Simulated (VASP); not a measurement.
# Mo (Cmmm) in VASP: a series of runs

Mo is run at these levels: PBE; tasks: single point.

All numbers are computed with VASP 6.6.1; they aren't measurements. Logs are shortened: lines on timing, memory, paths and dates and some standing lists are left out, and cuts for length are marked.

### Step 1. The cell of the first run

The structure is orthorhombic, space group Cmmm (No. 65). The conventional cell has a = 2.462 Å, b = 5.212 Å, c = 2.555 Å, α = 90.00°, β = 90.00°, γ = 90.00°. Mo (site symmetry mmm) has 8 Mo at 2.46 to 2.88 Å within 3.3 Å.

### Step 2. Single point, PBE (strain -0.1000 x Voigt [1, -1, 0, 0, 0, 0])

INCAR

```
SYSTEM = Mo
PREC = Accurate
ENCUT = 520
EDIFF = 1E-7
ISMEAR = 0
SIGMA = 0.15
LREAL = .False.
LASPH = .True.
NELM = 80
ALGO = Fast
ISIF = 2
LWAVE = .False.
LCHARG = .True.
GGA = PE
LELF = .True.
LVHAR = .True.
NBANDS = 13
```

KPOINTS

```
regular mesh
0
Gamma
  21 21 18
  0 0 0
```

POSCAR

```
Mo
1.0
    2.4619593575      0.0000000000      0.0000000000
   -1.2309796787      2.6059236459      0.0000000000
    0.0000000000      0.0000000000      2.5551807000
Mo
1
Direct
    0.0000000000      0.0000000000      0.5000000000
```

Potentials or basis: VASP PAW PBE potentials, release 64 (Mo_sv).

Run with:

```sh
$ cat potpaw_PBE.64/Mo_sv/POTCAR > POTCAR
$ mpirun -np 1 vasp_std > vasp.out
```

OUTCAR:

```text
SYSTEM = Mo
   PREC = Accurate
   ENCUT = 520
   EDIFF = 1E-7
   ISMEAR = 0
   LREAL = .False.
   LASPH = .True.
   NELM = 80
   ISIF = 2
   GGA = PE

 ion  position               nearest neighbor table
   1  0.000  0.000  0.500-

  LATTYP: Found a base centered orthorhombic cell.
 ALAT       =     2.4619593575
 B/A-ratio  =     2.1169509870
 C/A-ratio  =     1.0378646959

  Lattice vectors:

 A1 = (   1.2309796787,  -2.6059236459,   0.0000000000)
 A2 = (   1.2309796788,   2.6059236459,   0.0000000000)
 A3 = (   0.0000000000,   0.0000000000,   2.5551807000)

Analysis of symmetry for initial positions (statically):
=====================================================================
 Subroutine PRICEL returns:
 Original cell was already a primitive cell.

 Routine SETGRP: Setting up the symmetry group for a
 base centered orthorhombic supercell.

 Subroutine GETGRP returns: Found  8 space group operations
 (whereof  8 operations were pure point group operations)
 out of a pool of  8 trial point group operations.

The static configuration has the point symmetry D_2h.

Analysis of symmetry for dynamics (positions and initial velocities):
=====================================================================
 Subroutine PRICEL returns:
 Original cell was already a primitive cell.

 Routine SETGRP: Setting up the symmetry group for a
 base centered orthorhombic supercell.

 Subroutine GETGRP returns: Found  8 space group operations
 (whereof  8 operations were pure point group operations)
 out of a pool of  8 trial point group operations.

The dynamic configuration has the point symmetry D_2h.

 Subroutine INISYM returns: Found  8 space group operations
 (whereof  8 operations are pure point group operations),
 and found     1 'primitive' translations

----------------------------------------------------------------------------------------

                                     Primitive cell

  volume of cell :      16.3932

  direct lattice vectors                    reciprocal lattice vectors
     2.461959358  0.000000000  0.000000000     0.406180548  0.191870549  0.000000000
    -1.230979679  2.605923646  0.000000000     0.000000000  0.383741098  0.000000000
     0.000000000  0.000000000  2.555180700     0.000000000  0.000000000  0.391361754

  length of vectors
     2.461959358  2.882039038  2.555180700     0.449218148  0.383741098  0.391361754

  position of ions in fractional coordinates (direct lattice)
     0.000000000  0.000000000  0.500000000

  ion indices of the primitive-cell ions
   primitive index   ion index
                 1           1

----------------------------------------------------------------------------------------

 KPOINTS: regular mesh

Automatic generation of k-mesh.
 Grid dimensions read from file:
 generate k-points for:   21   21   18

 Generating k-lattice:

  Cartesian coordinates                     Fractional coordinates (reciprocal lattice)
     0.019341931  0.009136693  0.000000000     0.047619048 -0.000000000  0.000000000
     0.000000000  0.018273386  0.000000000     0.000000000  0.047619048  0.000000000
     0.000000000  0.000000000  0.021742320     0.000000000  0.000000000  0.055555556

  Length of vectors
     0.021391340  0.018273386  0.021742320

  Shift w.r.t. Gamma in fractional coordinates (k-lattice)
     0.000000000  0.000000000  0.000000000

 Subroutine IBZKPT returns following result:
 ===========================================

 Found   1210 irreducible k-points:

 Following reciprocal coordinates:
            Coordinates               Weight
  0.000000  0.000000  0.000000      1.000000
  0.047619  0.000000  0.000000      4.000000
  0.095238  0.000000  0.000000      4.000000
  0.142857  0.000000  0.000000      4.000000
  0.190476  0.000000  0.000000      4.000000
  0.238095  0.000000  0.000000      4.000000
[... 16 lines left out ...]
 -0.476190  0.047619  0.000000      4.000000
 -0.428571  0.047619  0.000000      4.000000
 [... further k-points ...]
   k-points           NKPTS =   1210   k-points in BZ     NKDIM =   1210   number of bands    NBANDS=     13
   number of dos      NEDOS =    301   number of ions     NIONS =      1
   total plane-waves  NPLWV =   8640
   dimension x,y,z NGX =    18 NGY =   24 NGZ =   20
   dimension x,y,z NGXF=    36 NGYF=   48 NGZF=   40
   ions per type =               1
   NGX,Y,Z   is equivalent  to a cutoff of  12.15, 13.84, 13.01 a.u.
   NGXF,Y,Z  is equivalent  to a cutoff of  24.31, 27.69, 26.02 a.u.
 SYSTEM =  Mo
   PREC   = accura    normal or accurate (medium, high low for compatibility)
   ISTART =      0    job   : 0-new  1-cont  2-samecut
   ICHARG =      2    charge: 1-file 2-atom 10-const
   ISPIN  =      1    spin polarized calculation?
   LNONCOLLINEAR =      F non collinear calculations
   LSORBIT =      F    spin-orbit coupling
   LASPH  =      T    aspherical Exc in radial PAW
   ENCUT  =  520.0 eV  38.22 Ry    6.18 a.u.   4.58  5.36  4.75*2*pi/ulx,y,z
   NELM   =     80;   NELMIN=  2; NELMDL= -5     # of ELM steps
   EDIFF  = 0.1E-06   stopping-criterion for ELM
   LREAL  =      F    real-space projection
   EDIFFG = 0.1E-05   stopping-criterion for IOM
   NSW    =      0    number of steps for IOM
   IBRION =     -1    ionic relax: 0-MD 1-quasi-New 2-CG
   NFREE  =      0    steps in history (QN), initial steepest desc. (CG)
   ISIF   =      2    stress and relaxation
   ISYM   =      2    0-nonsym 1-usesym 2-fastsym
   POTIM  = 0.5000    time-step for ionic-motion
   TEBEG  =    0.0;   TEEND  =   0.0 temperature during run
   PSTRESS=    0.0 pullay stress
   NELECT =      14.0000    total number of electrons
   NUPDOWN=      -1.0000    fix difference up-down
   EMIN   =  10.00;   EMAX   =-10.00  energy-range for DOS
   EFERMI =   0.00;   METHOD = LEGACY
   ISMEAR =     0;   SIGMA  =   0.15  broadening in eV -4-tet -1-fermi 0-gaus
   EFERMI_NEDOS =   21; number of points for ismear=-14 and -15
   IALGO  =     68    algorithm
   IMIX   =      4    mixing-type and parameters
     AMIX     =   0.40;   BMIX     =  1.00
     AMIX_MAG =   1.60;   BMIX_MAG =  1.00
  volume/ion in A,a.u.               =      16.39       110.63
  Fermi-wavevector in a.u.,A,eV,Ry     =   1.553207  2.935136 32.823418  2.412453
  Thomas-Fermi vector in A             =   2.657472
   LORBIT       =      0    0 simple, 1 ext, 2 COOP (PROOUT), +10 PAW based schemes
   GGA     = PE    functional components
   LHFCALC =     F    Hartree Fock is set to
   AEXX    =    0.0000 exact exchange contribution
   IVDW    =     0    specifies the selected vdW correction
   LEPSILON=     F    determine dielectric tensor
   LRPA    =     F    only Hartree local field effects (RPA)
 non-spin polarized calculation
 RMM-DIIS sequential band-by-band and
 Gauss-broadening in eV      SIGMA  =   0.15
  energy-cutoff  :      520.00
  volume of cell :       16.39
 maximum number of plane-waves:       461
   NGX =  9   NGY = 11   NGZ =  9

 number of electron      14.0000000 magnetization

 Free energy of the ion-electron system (eV)
  ---------------------------------------------------
  ext. energy  EPLUGINS =         0.00000000
  ---------------------------------------------------
  free energy    TOTEN  =        -9.97156115 eV

  energy without entropy =       -9.96055782  energy(sigma->0) =       -9.96605949

 E-fermi :  11.7935     XC(G=0): -12.9983

 val. band max:       11.7917921459   @ k =   0.1429   0.0476   0.4444
 cond. band min:      11.7972369933   @ k =   0.3810   0.0476   0.0556
 fundamental gap:      0.0054448474
 Fermi energy:        11.7934899034

 k-point     1 :       0.0000    0.0000    0.0000
  band No.  band energies     occupation
      1     -49.3764      2.00000
      2     -22.8818      2.00000
      3     -22.5075      2.00000
      4     -22.1675      2.00000
      5       4.9668      2.00000
      6       7.2584      2.00000
      7       8.7834      2.00000
      8      13.1308      0.00000
      9      15.3446      0.00000
     10      16.5504      0.00000
     11      24.5807      0.00000
     12      27.5236      0.00000
     13      31.0499      0.00000

 k-point     2 :       0.0476    0.0000    0.0000
  band No.  band energies     occupation
      1     -49.3676      2.00000
      2     -22.8864      2.00000
      3     -22.5016      2.00000
      4     -22.2242      2.00000
      5       5.0670      2.00000
      6       7.3182      2.00000
      7       8.8760      2.00000
      8      12.9602      0.00000
      9      15.3276      0.00000
     10      16.4096      0.00000
     11      24.8597      0.00000
     12      27.7409      0.00000
     13      30.8680      0.00000

 k-point     3 :       0.0952    0.0000    0.0000
  band No.  band energies     occupation
      1     -49.3421      2.00000
      2     -22.9005      2.00000
      3     -22.4845      2.00000
      4     -22.3864      2.00000
      5       5.3515      2.00000
      6       7.4896      2.00000
      7       9.1514      2.00000
      8      12.5255      0.00000
      9      15.2704      0.00000
     10      16.0335      0.00000
     11      25.6044      0.00000
     12      28.3500      0.00000
     13      30.3828      0.00000
[... 305 lines left out ...]
 k-point    23 :      -0.4762    0.0476    0.0000
  band No.  band energies     occupation
      1     -48.9708      2.00000
      2     -24.4952      2.00000
      3     -23.0249      2.00000
      4     -22.2398      2.00000
      5       6.7983      2.00000
      6       8.9747      2.00000
      7      12.2210      0.00006
      8      12.9767      0.00000
      9      14.9501      0.00000
     10      15.9785      0.00000
     11      23.5625      0.00000
     12      24.2133      0.00000
     13      29.6430      0.00000

 k-point    24 :      -0.4286    0.0476    0.0000
  band No.  band energies     occupation
      1     -48.9921      2.00000
      2     -24.3958      2.00000
      3     -23.0017      2.00000
      4     -22.2537      2.00000
      5       6.9533      2.00000
      6       8.8077      2.00000
      7      12.2118      0.00008
      8      12.3717      0.00000
      9      15.0080      0.00000
     10      15.7229      0.00000
     11      23.8042      0.00000
     12      24.8759      0.00000
     13      30.1333      0.00000

 [... further k-points ...]

------------------------ aborting loop because EDIFF is reached ----------------------------------------

  FORCE on cell =-STRESS in cart. coord.  units (eV):
  Direction    XX          YY          ZZ          XY          YZ          ZX
  --------------------------------------------------------------------------------------
  -------------------------------------------------------------------------------------
  Total        3.2153572      0.0086285      0.1529481      0.0000000      0.0000000      0.0000000
  in kB      314.2502468      0.8432955     14.9482532      0.0000000      0.0000000      0.0000000
  external PRESSURE =     110.0139318 kB  Pullay stress =       0.0000000 kB

 VOLUME and BASIS-vectors are now :
 -----------------------------------------------------------------------------
  energy-cutoff  :      520.00
  volume of cell :       16.39
      direct lattice vectors                 reciprocal lattice vectors
     2.461959358  0.000000000  0.000000000     0.406180548  0.191870549  0.000000000
    -1.230979679  2.605923646  0.000000000     0.000000000  0.383741098  0.000000000
     0.000000000  0.000000000  2.555180700     0.000000000  0.000000000  0.391361754

 POSITION                                       TOTAL-FORCE (eV/Angst)
 -----------------------------------------------------------------------------------
      0.00000      0.00000      1.27759        -0.000000      0.000000      0.000000
 -----------------------------------------------------------------------------------
    total drift:                                0.000000     -0.000000     -0.000000

  FREE ENERGIE OF THE ION-ELECTRON SYSTEM (eV)
  ---------------------------------------------------
  free  energy   TOTEN  =        -9.9715611487 eV

  energy  without entropy=       -9.9605578223  energy(sigma->0) =       -9.96605949
```

Wall time 2.8 min (1 thread of Intel Xeon 6975P-C, shared host); peak memory 0.34 GiB.

What came out:

```yaml
Free_energy: -9.9716 eV
Pressure: 11.0 GPa
Band_gap_on_the_k_mesh: zero (band 7 reaches 13.43 eV, above the bottom of band 8 at 10.86 eV)
```

Levels at points of the mesh, in eV from the Fermi level:
```tsv
k point	band 3	band 4	band 5	band 6	band 7	band 8	band 9	band 10	band 11	band 12
(0.00, 0.00, 0.00)	-34.30	-33.96	-6.83	-4.54	-3.01	1.34	3.55	4.76	12.79	15.73
(0.00, 0.00, 0.50)	-34.51	-33.82	-3.83	-2.15	-0.11	-0.01	1.78	2.00	9.95	15.87
```

Caveat: the cell differs from its parent crystal (strain -0.1000 x Voigt [1, -1, 0, 0, 0, 0]).

### Step 3. Single point, PBE (strain +0.1000 x Voigt [1, -1, 0, 0, 0, 0])

INCAR

```
ALGO = Fast ; EDIFF = 1E-6
ENCUT = 520 ; GGA = PE
ISIF = 2 ; ISMEAR = 0
LASPH = True ; LCHARG = False
LREAL = False ; LWAVE = False
NBANDS = 13 ; NELM = 100
PREC = Accurate ; SIGMA = 0.15
```

KPOINTS

```
k-points
0
Gamma
  21 21 18
```

POSCAR

```
Mo
1.0
    3.0090614369      0.0000000000      0.0000000000
   -1.5045307185      2.1321193467      0.0000000000
    0.0000000000      0.0000000000      2.5551807000
Mo
1
Direct
    0.0000000000      0.0000000000      0.5000000000
```

Potentials or basis: VASP PAW PBE potentials, release 64 (Mo_sv).

Run with:

```sh
$ cat potpaw_PBE.64/Mo_sv/POTCAR > POTCAR
$ mpirun -np 1 vasp_std > vasp.out
```

It took 1.9 min on 1 thread of Intel Xeon 6975P-C, shared host; peak memory 0.33 GiB.

Results (log left out):

* Free energy: -10.0555 eV
* Pressure: 8.7 GPa
* Band gap on the k mesh: zero (band 7 reaches 12.96 eV, above the bottom of band 8 at 10.90 eV)

Stress tensor (GPa, compression positive):
```
 6.96  0.00  0.00
 0.00 15.65  0.00
 0.00  0.00  3.54
```

Levels at points of the mesh, in eV from the Fermi level:
| k point | band 4 | band 5 | band 6 | band 7 | band 8 | band 9 | band 10 | band 11 |
| --- | --- | --- | --- | --- | --- | --- | --- | --- |
| (0.00, 0.00, 0.00) | -34.31 | -6.92 | -4.56 | -3.11 | 1.30 | 3.79 | 4.26 | 13.26 |
| (0.00, 0.00, 0.50) | -34.16 | -3.90 | -2.23 | -0.11 | 0.34 | 1.07 | 1.94 | 9.87 |

Caveat: the cell differs from its parent crystal (strain +0.1000 x Voigt [1, -1, 0, 0, 0, 0]).

### Step 4. Single point, PBE (strain +0.0750 x Voigt [1, -1, 0, 0, 0, 0])

INCAR

```
SYSTEM = Mo
ALGO = Fast
EDIFF = 1E-7
ENCUT = 520
GGA = PE
ISIF = 2
ISMEAR = 0
LASPH = .True.
LCHARG = .False.
LREAL = .False.
LWAVE = .False.
NBANDS = 13
NELM = 60
PREC = Accurate
SIGMA = 0.15
```

KPOINTS

```
k-points
0
Gamma
  21 21 18
  0 0 0
```

POSCAR

```
Mo
1.0
    2.9406736770      0.0000000000      0.0000000000
   -1.4703368385      2.1913448841      0.0000000000
    0.0000000000      0.0000000000      2.5551807000
Mo
1
Direct
    0.0000000000      0.0000000000      0.5000000000
```

Run with:

```sh
$ cat potpaw_PBE.64/Mo_sv/POTCAR > POTCAR
$ mpirun -np 1 vasp_std > vasp.out
```

Run time: 2.1 min. Hardware: 1 thread of Intel Xeon 6975P-C, shared host; peak memory 0.34 GiB.

It converged, with:

* Free energy: -10.0723 eV
* Pressure: 6.7 GPa
* Band gap on the k mesh: zero (band 7 reaches 12.75 eV, above the bottom of band 8 at 10.83 eV)

Stress tensor (GPa, compression positive):
```
8.83 0.00 0.00
0.00 9.78 0.00
0.00 0.00 1.57
```

Levels at points of the mesh, in eV from the Fermi level:
```csv
k point,band 3,band 4,band 5,band 6,band 7,band 8,band 9,band 10,band 11,band 12
"(0.00, 0.00, 0.00)",-34.37,-34.32,-6.90,-4.50,-2.62,0.70,3.81,4.23,13.07,15.66
"(0.00, 0.00, 0.50)",-34.40,-34.17,-3.86,-1.74,-0.09,0.39,1.04,1.39,9.91,16.33
```

Caveat: the cell differs from its parent crystal (strain +0.0750 x Voigt [1, -1, 0, 0, 0, 0]).

### Step 5. Single point, PBE (strain -0.0750 x Voigt [1, -1, 0, 0, 0, 0])

INCAR

```
SYSTEM = Mo
PREC = Accurate
ENCUT = 520
EDIFF = 1E-7
ISMEAR = 0
SIGMA = 0.15
LREAL = .False.
LASPH = .True.
NELM = 60
ALGO = Fast
ISIF = 2
LWAVE = .False.
LCHARG = .True.
GGA = PE
LELF = .True.
LVHAR = .True.
NBANDS = 13
```

KPOINTS

```
regular mesh
0
Gamma
  21 21 18
  0 0 0
```

POSCAR

```
Mo
1.0
    2.5303471174      0.0000000000      0.0000000000
   -1.2651735587      2.5466981085      0.0000000000
    0.0000000000      0.0000000000      2.5551807000
Mo
1
Direct
    0.0000000000      0.0000000000      0.5000000000
```

Run with:

```sh
$ cat potpaw_PBE.64/Mo_sv/POTCAR > POTCAR
$ mpirun -np 1 vasp_std > vasp.out
```

It took 2.6 min on 1 thread of Intel Xeon 6975P-C, shared host; peak memory 0.34 GiB.

The run converged. Its results:

* Free energy: -10.0366 eV
* Pressure: 7.7 GPa
* Band gap on the k mesh: zero (band 7 reaches 13.18 eV, above the bottom of band 8 at 10.71 eV)

Stress tensor (GPa, compression positive):
```
18.75  0.00  0.00
 0.00  4.06  0.00
 0.00  0.00  0.20
```

Levels at points of the mesh, in eV from the Fermi level:
| k point | band 3 | band 4 | band 5 | band 6 | band 7 | band 8 | band 9 | band 10 | band 11 | band 12 |
| --- | --- | --- | --- | --- | --- | --- | --- | --- | --- | --- |
| (0.00, 0.00, 0.00) | -34.31 | -34.13 | -6.84 | -4.46 | -2.55 | 0.72 | 3.69 | 4.51 | 12.88 | 15.72 |
| (0.00, 0.00, 0.50) | -34.44 | -33.98 | -3.82 | -1.68 | -0.02 | 0.14 | 1.42 | 1.44 | 9.96 | 16.25 |

Caveat: the cell differs from its parent crystal (strain -0.0750 x Voigt [1, -1, 0, 0, 0, 0]).

### Step 6. Single point, PBE (strain -0.0500 x Voigt [1, -1, 0, 0, 0, 0])

INCAR

```
ALGO     = Fast           # electronic algorithm
EDIFF    = 1E-6           # SCF threshold, eV
ENCUT    = 520            # plane-wave cutoff, eV
GGA      = PE             # functional
ISIF     = 2              # what is computed and relaxed
ISMEAR   = 0              # smearing method
LASPH    = True           # aspherical terms in the spheres
LCHARG   = False          # write CHGCAR
LREAL    = False          # projectors in reciprocal space
LWAVE    = False          # write WAVECAR
NBANDS   = 13             # bands
NELM     = 60             # most SCF steps
PREC     = Accurate       # precision mode
SIGMA    = 0.15           # smearing width, eV
```

KPOINTS

```
k-points
0
Gamma
  21 21 18
```

POSCAR

```
Mo
1.0
    2.5987348773      0.0000000000      0.0000000000
   -1.2993674387      2.4874725711      0.0000000000
    0.0000000000      0.0000000000      2.5551807000
Mo
1
Direct
    0.0000000000      0.0000000000      0.5000000000
```

Potentials or basis: VASP PAW PBE potentials, release 64 (Mo_sv).

Run with:

```sh
$ cat potpaw_PBE.64/Mo_sv/POTCAR > POTCAR
$ mpirun -np 1 vasp_std > vasp.out
```

Run time: 2.9 min. Hardware: 1 thread of Intel Xeon 6975P-C, shared host; peak memory 0.34 GiB.

Results (log left out):

| Item | Value |
| --- | --- |
| Free energy | -10.0599 eV |
| Pressure | 5.6 GPa |
| Band gap on the k mesh | zero (band 7 reaches 12.77 eV, above the bottom of band 8 at 10.90 eV) |

Stress tensor (GPa, compression positive):
```
 9.44  0.00  0.00
 0.00  7.65  0.00
 0.00  0.00 -0.41
```

Levels at points of the mesh, in eV from the Fermi level:
```csv
k point,band 4,band 5,band 6,band 7,band 8,band 9,band 10,band 11
"(0.00, 0.00, 0.00)",-34.25,-6.84,-4.41,-2.05,0.14,3.82,4.31,12.93
"(0.00, 0.00, 0.50)",-34.10,-3.80,-1.19,-0.03,0.37,0.88,1.16,9.98
```

Caveat: the cell differs from its parent crystal (strain -0.0500 x Voigt [1, -1, 0, 0, 0, 0]).

### Step 7. Overview

| cell | further INCAR settings | gap on the mesh (eV) | pressure (GPa) |
| --- | --- | --- | --- |
| a = 2.462, b = 2.882, c = 2.555 Å, angles 90.0, 90.0, 115.3°, 1 atom | ALGO = Fast; EDIFF = 1e-07; NBANDS = 13 | none | 11.0 |
| a = 3.009, b = 2.610, c = 2.555 Å, angles 90.0, 90.0, 125.2°, 1 atom | ALGO = Fast; EDIFF = 1e-06; NBANDS = 13 | none | 8.7 |
| a = 2.941, b = 2.639, c = 2.555 Å, angles 90.0, 90.0, 123.9°, 1 atom | ALGO = Fast; EDIFF = 1e-07; NBANDS = 13 | none | 6.7 |
| a = 2.530, b = 2.844, c = 2.555 Å, angles 90.0, 90.0, 116.4°, 1 atom | ALGO = Fast; EDIFF = 1e-07; NBANDS = 13 | none | 7.7 |
| a = 2.599, b = 2.806, c = 2.555 Å, angles 90.0, 90.0, 117.6°, 1 atom | ALGO = Fast; EDIFF = 1e-06; NBANDS = 13 | none | 5.6 |

Alike in all rows: task single point; level PBE; potentials or basis VASP PAW PBE potentials, release 64 (Mo_sv); no spin polarisation; k mesh 21 × 21 × 18; cutoff (eV) 520; smearing gaussian 0.15 eV.

Absolute energies hang on the potentials; compare differences alone.
